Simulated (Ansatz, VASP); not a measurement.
**AlN: VASP beside Ansatz**

```
Al N
1.0
     5.20438    0.00000    0.00000
    -2.60219    4.50712    0.00000
     0.00000    0.00000    3.37544
Al N
1 1
Direct
  0.00000 0.00000 0.50000
  0.00000 0.00000 0.00000
```

Alike in both runs: functional PBE; k mesh 6 × 6 × 8; occupations gaussian, width 0.02 eV; no spin polarisation.

Ansatz relaxed the structure, and its values are those at the end. VASP's run is a single point on that final structure, the one shown.

|  | VASP | Ansatz |
| --- | --- | --- |
| version | VASP 6.6.1 | Ansatz 0.2.0 |
| potentials or method | VASP PAW PBE potentials, release 64 (Al, N), cutoff 520 eV | scalar-relativistic, plane waves, PAW |
| valence electrons in the cell | 8 | 8 |

Ansatz gave:

* gap on the k mesh at the Fermi level (eV): 1.47
* least direct gap on the mesh (eV): 2.34
* pressure (GPa): 0.0

Question: What did VASP give for the same quantities?

Answer: gap on the k mesh at the Fermi level (eV): 1.47; least direct gap on the mesh (eV): 2.33; pressure (GPa): 0.1.

With one functional, cell and mesh, what is left measures potentials, basis and numerics.
